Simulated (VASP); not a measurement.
# Ti (P6/mmm) in VASP: a series of runs

Runs on Ti. Level: BLYP. Tasks: single point.

All numbers are computed with VASP 6.6.1; they aren't measurements. Logs are shortened: lines on timing, memory, paths and dates and some standing lists are left out, and cuts for length are marked.

### Step 1. The cell of the first run

Symmetry: P6/mmm, No. 191, hexagonal system. The conventional cell has a = 4.615 Å, b = 4.615 Å, c = 2.856 Å, α = 90.00°, β = 90.00°, γ = 120.00°. Within 3.8 Å of Ti (site symmetry 6/mmm) lie 14 Ti at 2.86 to 3.02 Å. Ti (site symmetry -6m2) has 11 Ti at 2.66 to 3.02 Å within 3.5 Å.

### Step 2. Single point, BLYP

The input, INCAR:

```
SYSTEM = Ti
PREC = Accurate
ENCUT = 520
EDIFF = 1E-7
ISMEAR = -1
SIGMA = 0.1
LREAL = .False.
LASPH = .True.
NELM = 80
ALGO = Normal
ISIF = 2
LWAVE = .False.
LCHARG = .True.
GGA = B5
ALDAX = 1.0
AGGAX = 1.0
AGGAC = 1.0
ALDAC = 0.0
LELF = .True.
LVHAR = .True.
NBANDS = 25
```

The input, KPOINTS:

```
regular mesh
0
Gamma
  8 8 11
  0 0 0
```

The input, POSCAR:

```
Ti
1.0
    4.6152560623      0.0000000000      0.0000000000
   -2.3076280312      3.9969289950      0.0000000000
    0.0000000000      0.0000000000      2.8564269713
Ti
3
Direct
    0.0000000000      0.0000000000      0.0000000000
    0.3333333333      0.6666666667      0.5000000000
    0.6666666667      0.3333333333      0.5000000000
```

Potentials or basis: VASP PAW PBE potentials, release 64 (Ti_sv).

On the command line:

```sh
$ cat potpaw_PBE.64/Ti_sv/POTCAR > POTCAR
$ mpirun -np 1 vasp_std > vasp.out
```

OUTCAR:

```text
SYSTEM = Ti
   PREC = Accurate
   ENCUT = 520
   EDIFF = 1E-7
   ISMEAR = -1
   LREAL = .False.
   LASPH = .True.
   NELM = 80
   ISIF = 2
   GGA = B5

 ion  position               nearest neighbor table
   1  0.000  0.000  0.000-
   2  0.333  0.667  0.500-   3 2.66   3 2.66   3 2.66
   3  0.667  0.333  0.500-   2 2.66   2 2.66   2 2.66

  LATTYP: Found a hexagonal cell.
 ALAT       =     4.6152560623
 C/A-ratio  =     0.6189097490

  Lattice vectors:

 A1 = (   4.6152560623,   0.0000000000,   0.0000000000)
 A2 = (  -2.3076280312,   3.9969289950,   0.0000000000)
 A3 = (   0.0000000000,   0.0000000000,   2.8564269713)

Analysis of symmetry for initial positions (statically):
=====================================================================
 Subroutine PRICEL returns:
 Original cell was already a primitive cell.

 Routine SETGRP: Setting up the symmetry group for a
 hexagonal supercell.

 Subroutine GETGRP returns: Found 24 space group operations
 (whereof 24 operations were pure point group operations)
 out of a pool of 24 trial point group operations.

The static configuration has the point symmetry D_6h.

Analysis of symmetry for dynamics (positions and initial velocities):
=====================================================================
 Subroutine PRICEL returns:
 Original cell was already a primitive cell.

 Routine SETGRP: Setting up the symmetry group for a
 hexagonal supercell.

 Subroutine GETGRP returns: Found 24 space group operations
 (whereof 24 operations were pure point group operations)
 out of a pool of 24 trial point group operations.

The dynamic configuration has the point symmetry D_6h.

 Subroutine INISYM returns: Found 24 space group operations
 (whereof 24 operations are pure point group operations),
 and found     1 'primitive' translations

----------------------------------------------------------------------------------------

                                     Primitive cell

  volume of cell :      52.6921

  direct lattice vectors                    reciprocal lattice vectors
     4.615256062  0.000000000  0.000000000     0.216672702  0.125096043  0.000000000
    -2.307628031  3.996928995  0.000000000     0.000000000  0.250192085  0.000000000
     0.000000000  0.000000000  2.856426971     0.000000000  0.000000000  0.350087718
[... 75 lines left out ...]
   NGXF,Y,Z  is equivalent  to a cutoff of  25.94, 25.94, 27.94 a.u.
 SYSTEM =  Ti
   PREC   = accura    normal or accurate (medium, high low for compatibility)
   ISTART =      0    job   : 0-new  1-cont  2-samecut
   ICHARG =      2    charge: 1-file 2-atom 10-const
   ISPIN  =      1    spin polarized calculation?
   LNONCOLLINEAR =      F non collinear calculations
   LSORBIT =      F    spin-orbit coupling
   LASPH  =      T    aspherical Exc in radial PAW
   ENCUT  =  520.0 eV  38.22 Ry    6.18 a.u.   8.58  8.58  5.31*2*pi/ulx,y,z
   NELM   =     80;   NELMIN=  2; NELMDL= -5     # of ELM steps
   EDIFF  = 0.1E-06   stopping-criterion for ELM
   LREAL  =      F    real-space projection
   EDIFFG = 0.1E-05   stopping-criterion for IOM
   NSW    =      0    number of steps for IOM
   IBRION =     -1    ionic relax: 0-MD 1-quasi-New 2-CG
   NFREE  =      0    steps in history (QN), initial steepest desc. (CG)
   ISIF   =      2    stress and relaxation
   ISYM   =      2    0-nonsym 1-usesym 2-fastsym
   POTIM  = 0.5000    time-step for ionic-motion
   TEBEG  =    0.0;   TEEND  =   0.0 temperature during run
   PSTRESS=    0.0 pullay stress
   NELECT =      36.0000    total number of electrons
   NUPDOWN=      -1.0000    fix difference up-down
   EMIN   =  10.00;   EMAX   =-10.00  energy-range for DOS
   EFERMI =   0.00;   METHOD = LEGACY
   ISMEAR =    -1;   SIGMA  =   0.10  broadening in eV -4-tet -1-fermi 0-gaus
   EFERMI_NEDOS =   21; number of points for ismear=-14 and -15
   IALGO  =     38    algorithm
   IMIX   =      4    mixing-type and parameters
     AMIX     =   0.40;   BMIX     =  1.00
     AMIX_MAG =   1.60;   BMIX_MAG =  1.00
  volume/ion in A,a.u.               =      17.56       118.53
  Fermi-wavevector in a.u.,A,eV,Ry     =   1.441874  2.724746 28.286508  2.079000
  Thomas-Fermi vector in A             =   2.560457
   LORBIT       =      0    0 simple, 1 ext, 2 COOP (PROOUT), +10 PAW based schemes
   GGA     = B5    functional components
   LHFCALC =     F    Hartree Fock is set to
   AEXX    =    0.0000 exact exchange contribution
   IVDW    =     0    specifies the selected vdW correction
   LEPSILON=     F    determine dielectric tensor
   LRPA    =     F    only Hartree local field effects (RPA)
 non-spin polarized calculation
  energy-cutoff  :      520.00
  volume of cell :       52.69
 maximum number of plane-waves:      1439
 NGX is ok and might be reduce to    36
   NGX = 17   NGY = 17   NGZ = 11

 number of electron      35.9999986 magnetization

 Free energy of the ion-electron system (eV)
  ---------------------------------------------------
  ext. energy  EPLUGINS =         0.00000000
  ---------------------------------------------------
  free energy    TOTEN  =       -20.36517846 eV

  energy without entropy =      -20.25102733  energy(sigma->0) =      -20.30810290

 E-fermi :   8.5366     XC(G=0): -10.9102

 val. band max:        8.5356969440   @ k =   0.3750   0.0000   0.0000
 cond. band min:       8.5621907407   @ k =   0.2500   0.0000   0.0909
 fundamental gap:      0.0264937967
 Fermi energy:         8.5366388820

 k-point     1 :       0.0000    0.0000    0.0000
  band No.  band energies     occupation
      1     -48.1367      2.00000
      2     -47.8816      2.00000
      3     -47.7282      2.00000
      4     -24.6110      2.00000
      5     -24.6110      2.00000
      6     -24.4978      2.00000
[... 661 lines left out ...]
     24      10.5596      0.00000
     25      10.9153      0.00000

 [... further k-points ...]
[... 5 lines left out ...]
  --------------------------------------------------------------------------------------
  -------------------------------------------------------------------------------------
  Total       -0.0051623     -0.0051623      0.0057159      0.0000000      0.0000000     -0.0000000
  in kB       -0.1569667     -0.1569667      0.1737996      0.0000000      0.0000000     -0.0000000
  external PRESSURE =      -0.0467113 kB  Pullay stress =       0.0000000 kB

 VOLUME and BASIS-vectors are now :
 -----------------------------------------------------------------------------
  energy-cutoff  :      520.00
  volume of cell :       52.69
      direct lattice vectors                 reciprocal lattice vectors
     4.615256062  0.000000000  0.000000000     0.216672702  0.125096043  0.000000000
    -2.307628031  3.996928995  0.000000000     0.000000000  0.250192085  0.000000000
     0.000000000  0.000000000  2.856426971     0.000000000  0.000000000  0.350087718

 POSITION                                       TOTAL-FORCE (eV/Angst)
 -----------------------------------------------------------------------------------
      0.00000      0.00000      0.00000        -0.000000      0.000000     -0.000000
     -0.00000      2.66462      1.42821         0.000000     -0.000000      0.000000
      2.30763      1.33231      1.42821        -0.000000      0.000000     -0.000000
 -----------------------------------------------------------------------------------
    total drift:                                0.000000      0.000000     -0.000000

  FREE ENERGIE OF THE ION-ELECTRON SYSTEM (eV)
  ---------------------------------------------------
  free  energy   TOTEN  =       -20.3651784636 eV

  energy  without entropy=      -20.2510273311  energy(sigma->0) =      -20.30810290
```

OSZICAR:

```text
N       E                     dE             d eps       ncg     rms          rms(c)
DAV:   1     0.441582949823E+03    0.44158E+03   -0.18837E+04  3000   0.179E+03
DAV:   2     0.266051247404E+02   -0.41498E+03   -0.40810E+03  3023   0.521E+02
DAV:   3    -0.190607432709E+02   -0.45666E+02   -0.44542E+02  5497   0.148E+02
DAV:   4    -0.228290557429E+02   -0.37683E+01   -0.37434E+01  4242   0.386E+01
DAV:   5    -0.230347495126E+02   -0.20569E+00   -0.20560E+00  4707   0.749E+00    0.139E+01
DAV:   6    -0.203498563333E+02    0.26849E+01   -0.10627E+01  3916   0.307E+01    0.361E+00
DAV:   7    -0.205432350295E+02   -0.19338E+00   -0.24553E+00  4657   0.126E+01    0.448E+00
DAV:   8    -0.203433816321E+02    0.19985E+00   -0.13001E+00  4675   0.770E+00    0.213E+00
DAV:   9    -0.203758494345E+02   -0.32468E-01   -0.26951E-01  3973   0.540E+00    0.848E-01
DAV:  10    -0.203645237877E+02    0.11326E-01   -0.62663E-02  3986   0.285E+00    0.975E-02
DAV:  11    -0.203651000585E+02   -0.57627E-03   -0.56699E-03  4211   0.653E-01    0.110E-01
DAV:  12    -0.203652028322E+02   -0.10277E-03   -0.43109E-04  4430   0.211E-01    0.442E-02
DAV:  13    -0.203651819463E+02    0.20886E-04   -0.10370E-04  4304   0.940E-02    0.108E-02
DAV:  14    -0.203651782719E+02    0.36744E-05   -0.12552E-05  4084   0.413E-02    0.196E-03
DAV:  15    -0.203651778312E+02    0.44071E-06   -0.11337E-06  3814   0.109E-02    0.138E-03
DAV:  16    -0.203651783124E+02   -0.48117E-06   -0.14152E-07  2466   0.318E-03    0.247E-04
DAV:  17    -0.203651784273E+02   -0.11495E-06   -0.20684E-08  1820   0.162E-03    0.124E-04
DAV:  18    -0.203651784636E+02   -0.36235E-07   -0.66439E-09  1778   0.814E-04
   1 F= -.20365178E+02 E0= -.20308103E+02  d E =-.114151E+00
```

Run time: 49 s. Hardware: 1 thread of Intel Xeon 6975P-C (Granite Rapids), shared host; peak memory 0.2 GiB.

Results:

```
Free energy            : -20.3652 eV
Pressure               : 0.0 GPa
Band gap on the k mesh : zero (band 18 reaches 8.75 eV, above the bottom of band 19 at 8.47 eV)
```

Levels at points of the mesh, in eV from the Fermi level:
| k point | band 14 | band 15 | band 16 | band 17 | band 18 | band 19 | band 20 | band 21 | band 22 | band 23 |
| --- | --- | --- | --- | --- | --- | --- | --- | --- | --- | --- |
| (0.00, 0.00, 0.00) | -1.85 | -0.63 | -0.63 | -0.54 | -0.54 | -0.03 | 0.64 | 1.22 | 1.22 | 1.71 |
| (0.50, 0.00, 0.00) | -3.36 | -2.48 | -0.38 | -0.38 | -0.35 | 0.07 | 0.52 | 0.98 | 1.26 | 1.81 |

Caveat: the PAW data sets were made with another functional, which shifts forces and pressure a little.

### Step 3. Single point, BLYP (volume scaled by 0.88)

The input, INCAR:

```
SYSTEM = Ti
PREC = Accurate
ENCUT = 520
EDIFF = 1E-7
ISMEAR = -1
SIGMA = 0.1
LREAL = .FALSE.
LASPH = .TRUE.
NELM = 100
ALGO = Normal
ISIF = 2
LWAVE = .FALSE.
LCHARG = .FALSE.
GGA = B5
ALDAX = 1.0
AGGAX = 1.0
AGGAC = 1.0
ALDAC = 0.0
NBANDS = 25
```

The input, KPOINTS:

```
Automatic mesh
0
G
  9 9 12
  0 0 0
```

The input, POSCAR:

```
Ti
1.0
    4.4227259085      0.0000000000      0.0000000000
   -2.2113629543      3.8301929907      0.0000000000
    0.0000000000      0.0000000000      2.7372681821
Ti
3
Direct
    0.0000000000      0.0000000000      0.0000000000
    0.3333333333      0.6666666667      0.5000000000
    0.6666666667      0.3333333333      0.5000000000
```

Potentials or basis: VASP PAW PBE potentials, release 64 (Ti_sv).

On the command line:

```sh
$ cat potpaw_PBE.64/Ti_sv/POTCAR > POTCAR
$ mpirun -np 1 vasp_std > vasp.out
```

Wall time 52 s (1 thread of Intel Xeon 6975P-C (Granite Rapids), shared host); peak memory 0.21 GiB.

The run converged. Its results:

```
Free energy            : -20.0613 eV
Pressure               : 16.8 GPa
Band gap on the k mesh : zero (band 18 reaches 10.22 eV, above the bottom of band 19 at 9.84 eV)
```

Stress tensor (GPa, compression positive):
```
16.48  0.00  0.00
 0.00 16.48  0.00
 0.00  0.00 17.40
```

Levels at points of the mesh, in eV from the Fermi level:
| k point | band 16 | band 17 | band 18 | band 19 | band 20 | band 21 |
| --- | --- | --- | --- | --- | --- | --- |
| (0.00, 0.00, 0.00) | -0.64 | -0.56 | -0.56 | 0.00 | 0.71 | 1.37 |
| (0.00, 0.00, 0.50) | -1.85 | -1.85 | -1.49 | 1.15 | 1.15 | 1.40 |

Caveat: the PAW data sets were made with another functional, which shifts forces and pressure a little.
